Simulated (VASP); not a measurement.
# C in VASP: further runs

Runs on C. Level: LDA. Tasks: single point.

Everything below comes from runs of VASP 6.6.1. Logs are shortened: lines on timing, memory, paths and dates and some standing lists are left out, and cuts for length are marked.

## 1. The cell of the first run

The cell holds a slab with vacuum, 6 atoms: a = 2.497 Å, b = 2.497 Å, c = 20.415 Å, α = 90.00°, β = 90.00°, γ = 90.00°.

## 2. Single point, LDA

INCAR reads:

```
SYSTEM = C
ALGO = Normal
DIPOL = 0.5 0.5 0.500
EDIFF = 1E-6
ENCUT = 520
GGA = CA
IDIPOL = 3
ISIF = 2
ISMEAR = -1
LASPH = .TRUE.
LCHARG = .FALSE.
LDIPOL = .TRUE.
LREAL = .FALSE.
LWAVE = .FALSE.
NBANDS = 21
NELM = 60
PREC = Accurate
SIGMA = 0.02
```

KPOINTS reads:

```
k-points
0
G
  10 10 1
  0 0 0
```

POSCAR reads:

```
C
1.0
    2.4973237396      0.0000000000      0.0000000000
    0.0000000000      2.4973237396      0.0000000000
    0.0000000000      0.0000000000     20.4147000000
C
6
Direct
    0.7500000000      0.0000000000      0.3957557679
    0.2500000000      0.0000000000      0.4335309330
    0.2500000000      0.5000000000      0.4790649579
    0.7500000000      0.5000000000      0.5209350419
    0.7500000000      0.0000000000      0.5664690646
    0.2500000000      0.0000000000      0.6042442347
```

Potentials or basis: VASP PAW LDA potentials, release 64 (C).

The run is started by

```bash
cat potpaw_LDA.64/C/POTCAR > POTCAR
mpirun -np 1 vasp_std > vasp.out
```

OUTCAR:

```text
SYSTEM = C
   EDIFF = 1E-6
   ENCUT = 520
   GGA = CA
   ISIF = 2
   ISMEAR = -1
   LASPH = .TRUE.
   LREAL = .FALSE.
   NELM = 60
   PREC = Accurate

 ion  position               nearest neighbor table
   1  0.750  0.000  0.396-   2 1.47   2 1.47
   2  0.250  0.000  0.434-   1 1.47   1 1.47   3 1.56   3 1.56
   3  0.250  0.500  0.479-   4 1.51   4 1.51   2 1.56   2 1.56
   4  0.750  0.500  0.521-   3 1.51   3 1.51   5 1.56   5 1.56
   5  0.750  0.000  0.566-   6 1.47   6 1.47   4 1.56   4 1.56
   6  0.250  0.000  0.604-   5 1.47   5 1.47

  LATTYP: Found a simple tetragonal cell.
 ALAT       =     2.4973237396
 C/A-ratio  =     8.1746309765

  Lattice vectors:

 A1 = (   2.4973237396,   0.0000000000,   0.0000000000)
 A2 = (   0.0000000000,   2.4973237396,   0.0000000000)
 A3 = (   0.0000000000,   0.0000000000,  20.4147000000)

Analysis of symmetry for initial positions (statically):
=====================================================================
 Subroutine PRICEL returns:
 Original cell was already a primitive cell.

 Routine SETGRP: Setting up the symmetry group for a
 simple tetragonal supercell.

 Subroutine GETGRP returns: Found  8 space group operations
 (whereof  4 operations were pure point group operations)
 out of a pool of 16 trial point group operations.

The static configuration has the point symmetry C_2h.
 The point group associated with its full space group is D_2h.

Analysis of symmetry for dynamics (positions and initial velocities):
=====================================================================
 Subroutine PRICEL returns:
 Original cell was already a primitive cell.

 Routine SETGRP: Setting up the symmetry group for a
 simple tetragonal supercell.

 Subroutine GETGRP returns: Found  8 space group operations
 (whereof  4 operations were pure point group operations)
 out of a pool of 16 trial point group operations.

The dynamic configuration has the point symmetry C_2h.
 The point group associated with its full space group is D_2h.

 Subroutine INISYM returns: Found  8 space group operations
 (whereof  4 operations are pure point group operations),
 and found     1 'primitive' translations

----------------------------------------------------------------------------------------

                                     Primitive cell

  volume of cell :     127.3188

  direct lattice vectors                    reciprocal lattice vectors
     2.497323740  0.000000000  0.000000000     0.400428661  0.000000000  0.000000000
     0.000000000  2.497323740  0.000000000     0.000000000  0.400428661  0.000000000
     0.000000000  0.000000000 20.414700000     0.000000000  0.000000000  0.048984310

  length of vectors
     2.497323740  2.497323740 20.414700000     0.400428661  0.400428661  0.048984310

  position of ions in fractional coordinates (direct lattice)
     0.750000000  0.000000000  0.395755768
     0.250000000  0.000000000  0.433530933
     0.250000000  0.500000000  0.479064958
     0.750000000  0.500000000  0.520935042
     0.750000000  0.000000000  0.566469065
     0.250000000  0.000000000  0.604244235

  ion indices of the primitive-cell ions
   primitive index   ion index
                 1           1
                 2           2
                 3           3
                 4           4
                 5           5
                 6           6

----------------------------------------------------------------------------------------

 KPOINTS: k-points

Automatic generation of k-mesh.
 Grid dimensions read from file:
 generate k-points for:   10   10    1

 Generating k-lattice:

  Cartesian coordinates                     Fractional coordinates (reciprocal lattice)
     0.040042866  0.000000000  0.000000000     0.100000000  0.000000000  0.000000000
     0.000000000  0.040042866  0.000000000     0.000000000  0.100000000  0.000000000
     0.000000000  0.000000000  0.048984310     0.000000000  0.000000000  1.000000000

  Length of vectors
     0.040042866  0.040042866  0.048984310

  Shift w.r.t. Gamma in fractional coordinates (k-lattice)
     0.000000000  0.000000000  0.000000000

 Subroutine IBZKPT returns following result:
 ===========================================

 Found     36 irreducible k-points:

 Following reciprocal coordinates:
            Coordinates               Weight
  0.000000  0.000000  0.000000      1.000000
  0.100000  0.000000  0.000000      2.000000
  0.000000  0.100000  0.000000      2.000000
  0.200000  0.000000  0.000000      2.000000
  0.000000  0.200000  0.000000      2.000000
  0.300000  0.000000  0.000000      2.000000
[... 16 lines left out ...]
 -0.200000  0.300000  0.000000      4.000000
  0.400000  0.200000  0.000000      4.000000
 [... further k-points ...]
   k-points           NKPTS =     36   k-points in BZ     NKDIM =     36   number of bands    NBANDS=     21
   number of dos      NEDOS =    301   number of ions     NIONS =      6
   total plane-waves  NPLWV =  64000
   dimension x,y,z NGX =    20 NGY =   20 NGZ =  160
   dimension x,y,z NGXF=    40 NGYF=   40 NGZF=  320
   ions per type =               6
   NGX,Y,Z   is equivalent  to a cutoff of  13.31, 13.31, 13.03 a.u.
   NGXF,Y,Z  is equivalent  to a cutoff of  26.63, 26.63, 26.06 a.u.
 SYSTEM =  C
   PREC   = accura    normal or accurate (medium, high low for compatibility)
   ISTART =      0    job   : 0-new  1-cont  2-samecut
   ICHARG =      2    charge: 1-file 2-atom 10-const
   ISPIN  =      1    spin polarized calculation?
   LNONCOLLINEAR =      F non collinear calculations
   LSORBIT =      F    spin-orbit coupling
   LASPH  =      T    aspherical Exc in radial PAW
   ENCUT  =  520.0 eV  38.22 Ry    6.18 a.u.   4.64  4.64 37.96*2*pi/ulx,y,z
   NELM   =     60;   NELMIN=  2; NELMDL= -5     # of ELM steps
   EDIFF  = 0.1E-05   stopping-criterion for ELM
   LREAL  =      F    real-space projection
   EDIFFG = 0.1E-04   stopping-criterion for IOM
   NSW    =      0    number of steps for IOM
   IBRION =     -1    ionic relax: 0-MD 1-quasi-New 2-CG
   NFREE  =      0    steps in history (QN), initial steepest desc. (CG)
   ISIF   =      2    stress and relaxation
   ISYM   =      2    0-nonsym 1-usesym 2-fastsym
   POTIM  = 0.5000    time-step for ionic-motion
   TEBEG  =    0.0;   TEEND  =   0.0 temperature during run
   PSTRESS=    0.0 pullay stress
   NELECT =      24.0000    total number of electrons
   NUPDOWN=      -1.0000    fix difference up-down
   EMIN   =  10.00;   EMAX   =-10.00  energy-range for DOS
   EFERMI =   0.00;   METHOD = LEGACY
   ISMEAR =    -1;   SIGMA  =   0.02  broadening in eV -4-tet -1-fermi 0-gaus
   EFERMI_NEDOS =   21; number of points for ismear=-14 and -15
   IALGO  =     38    algorithm
   IMIX   =      4    mixing-type and parameters
     AMIX     =   0.40;   BMIX     =  1.00
     AMIX_MAG =   1.60;   BMIX_MAG =  1.00
  volume/ion in A,a.u.               =      21.22       143.20
  Fermi-wavevector in a.u.,A,eV,Ry     =   0.938673  1.773835 11.988190  0.881107
  Thomas-Fermi vector in A             =   2.065908
   LORBIT       =      0    0 simple, 1 ext, 2 COOP (PROOUT), +10 PAW based schemes
   GGA     = CA    functional components
   LHFCALC =     F    Hartree Fock is set to
   AEXX    =    0.0000 exact exchange contribution
   IVDW    =     0    specifies the selected vdW correction
   LEPSILON=     F    determine dielectric tensor
   LRPA    =     F    only Hartree local field effects (RPA)
 non-spin polarized calculation
  energy-cutoff  :      520.00
  volume of cell :      127.32
 maximum number of plane-waves:      3495
   NGX =  9   NGY =  9   NGZ = 75

 number of electron      24.0000005 magnetization

 dipolmoment           0.000000      0.000000      0.000000 electrons x Angstroem

 Free energy of the ion-electron system (eV)
  ---------------------------------------------------
  ext. energy  EPLUGINS =         0.00000000
  ---------------------------------------------------
  free energy    TOTEN  =       -53.55081588 eV

  energy without entropy =      -53.54734630  energy(sigma->0) =      -53.54908109

 E-fermi :  -2.7957     XC(G=0):  -4.6455

 val. band max:       -2.7967804340   @ k =   0.5000   0.4000   0.0000
 cond. band min:      -2.7602705023   @ k =  -0.3000   0.5000   0.0000
 fundamental gap:      0.0365099317
 Fermi energy:        -2.7957493044

 k-point     1 :       0.0000    0.0000    0.0000
  band No.  band energies     occupation
      1     -23.9134      2.00000
      2     -21.3155      2.00000
      3     -17.2879      2.00000
      4     -12.3390      2.00000
      5      -9.1566      2.00000
      6      -8.4759      2.00000
[... 13 lines left out ...]
     20       5.2215      0.00000
     21       5.4291      0.00000

 k-point     2 :       0.1000    0.0000    0.0000
  band No.  band energies     occupation
      1     -23.7282      2.00000
      2     -21.1398      2.00000
      3     -17.1215      2.00000
      4     -12.3353      2.00000
      5      -9.9851      2.00000
      6      -8.5358      2.00000
[... 13 lines left out ...]
     20       5.2078      0.00000
     21       5.7450      0.00000

 k-point     3 :       0.0000    0.1000    0.0000
  band No.  band energies     occupation
      1     -23.7276      2.00000
      2     -21.1412      2.00000
      3     -17.1709      2.00000
      4     -12.2480      2.00000
      5      -9.6077      2.00000
      6      -9.0198      2.00000
[... 13 lines left out ...]
     20       5.4583      0.00000
     21       5.5222      0.00000
[... 457 lines left out ...]
 k-point    23 :      -0.2000    0.3000    0.0000
  band No.  band energies     occupation
      1     -21.5353      2.00000
      2     -19.1319      2.00000
      3     -16.2279      2.00000
      4     -12.5781      2.00000
      5     -12.4750      2.00000
      6     -10.8001      2.00000
[... 13 lines left out ...]
     20       8.0504      0.00000
     21       8.1446      0.00000

 k-point    24 :       0.4000    0.2000    0.0000
  band No.  band energies     occupation
      1     -20.2984      2.00000
      2     -18.1796      2.00000
      3     -16.2383      2.00000
      4     -14.3830      2.00000
      5     -14.2340      2.00000
      6     -11.3340      2.00000
[... 13 lines left out ...]
     20       8.5393      0.00000
     21       8.7819      0.00000

 [... further k-points ...]

------------------------ aborting loop because EDIFF is reached ----------------------------------------

 vacuum level on the upper side and lower side of the slab       (xc-potential included)        -0.122        -0.122

  FORCE on cell =-STRESS in cart. coord.  units (eV):
  Direction    XX          YY          ZZ          XY          YZ          ZX
  --------------------------------------------------------------------------------------
  -------------------------------------------------------------------------------------
  Total       -0.3733785     -7.2210509      0.2561132      0.0000000      0.0000000     -0.0000000
  in kB       -4.6985868    -90.8695331      3.2229229      0.0000000      0.0000000     -0.0000000
  external PRESSURE =     -30.7817323 kB  Pullay stress =       0.0000000 kB

 VOLUME and BASIS-vectors are now :
 -----------------------------------------------------------------------------
  energy-cutoff  :      520.00
  volume of cell :      127.32
      direct lattice vectors                 reciprocal lattice vectors
     2.497323740  0.000000000  0.000000000     0.400428661  0.000000000  0.000000000
     0.000000000  2.497323740  0.000000000     0.000000000  0.400428661  0.000000000
     0.000000000  0.000000000 20.414700000     0.000000000  0.000000000  0.048984310

 POSITION                                       TOTAL-FORCE (eV/Angst)
 -----------------------------------------------------------------------------------
      1.87299      0.00000      8.07924         0.000000      0.000000     -0.074689
      0.62433      0.00000      8.85040        -0.000000      0.000000      0.005692
      0.62433      1.24866      9.77997        -0.000000     -0.000000     -0.011229
      1.87299      1.24866     10.63473         0.000000      0.000000      0.011229
      1.87299      0.00000     11.56430        -0.000000      0.000000     -0.005692
      0.62433      0.00000     12.33546         0.000000      0.000000      0.074689
 -----------------------------------------------------------------------------------
    total drift:                                0.000000      0.000000      0.000062

  FREE ENERGIE OF THE ION-ELECTRON SYSTEM (eV)
  ---------------------------------------------------
  free  energy   TOTEN  =       -53.5508158796 eV

  energy  without entropy=      -53.5473462975  energy(sigma->0) =      -53.54908109

 vacuum level on the upper side and lower side of the slab         4.540         4.540
```

Run time: 3.3 min. Hardware: 1 thread of Intel Xeon 8259CL, shared host; peak memory 0.22 GiB.

What came out:

- Free energy: -53.5508 eV
- Largest force: 0.075 eV/Å
- Band gap on the k mesh: zero (bands 12 and 13 overlap by 0.62 eV)

Forces on the atoms (eV/Å):
```
C    0.000  0.000 -0.075
C    0.000  0.000  0.006
C    0.000  0.000 -0.011
C    0.000  0.000  0.011
C    0.000  0.000 -0.006
C    0.000  0.000  0.075
```

## 3. Single point, LDA

INCAR reads:

```
SYSTEM = C
  PREC = Accurate
  ENCUT = 520
  EDIFF = 1E-6
  ISMEAR = -1
  SIGMA = 0.02
  LREAL = .FALSE.
  LASPH = .TRUE.
  NELM = 80
  ALGO = Normal
  ISIF = 2
  LWAVE = .FALSE.
  LCHARG = .FALSE.
  NBANDS = 21
```

KPOINTS reads:

```
Automatic mesh
0
G
  10 10 1
  0 0 0
```

POSCAR is that of step 2.

Potentials or basis: VASP PAW LDA potentials, release 64 (C).

The run is started by

```bash
cat potpaw_LDA.64/C/POTCAR > POTCAR
mpirun -np 1 vasp_std > vasp.out
```

It took 3.2 min on 1 thread of Intel Xeon 8259CL, shared host; peak memory 0.22 GiB.

The run converged. Its results:

* Free energy: -53.5508 eV
* Largest force: 0.075 eV/Å
* Band gap on the k mesh: zero (bands 12 and 13 overlap by 0.62 eV)

Forces in eV/Å, atoms in the order of the input:
```
C    0.000  0.000 -0.075
C    0.000  0.000  0.006
C    0.000  0.000 -0.011
C    0.000  0.000  0.011
C    0.000  0.000 -0.006
C    0.000  0.000  0.075
```

Levels at points of the mesh, in eV from the Fermi level:
```csv
k point,band 10,band 11,band 12,band 13,band 14,band 15
"(0.00, 0.00, 0.00)",-2.04,-0.83,0.34,2.36,4.57,4.74
"(0.50, 0.00, 0.00)",-2.85,-1.28,-1.28,3.93,3.93,8.41
"(0.00, 0.50, 0.00)",-3.60,-1.55,-0.05,0.23,1.00,7.96
"(0.50, 0.50, 0.00)",-7.14,-2.00,-2.00,-0.12,-0.12,7.32
```

Caveat: there is no dipole correction, which matters where the two faces differ.

The gap in the log of VASP goes by the Fermi energy; the results here count the filled bands.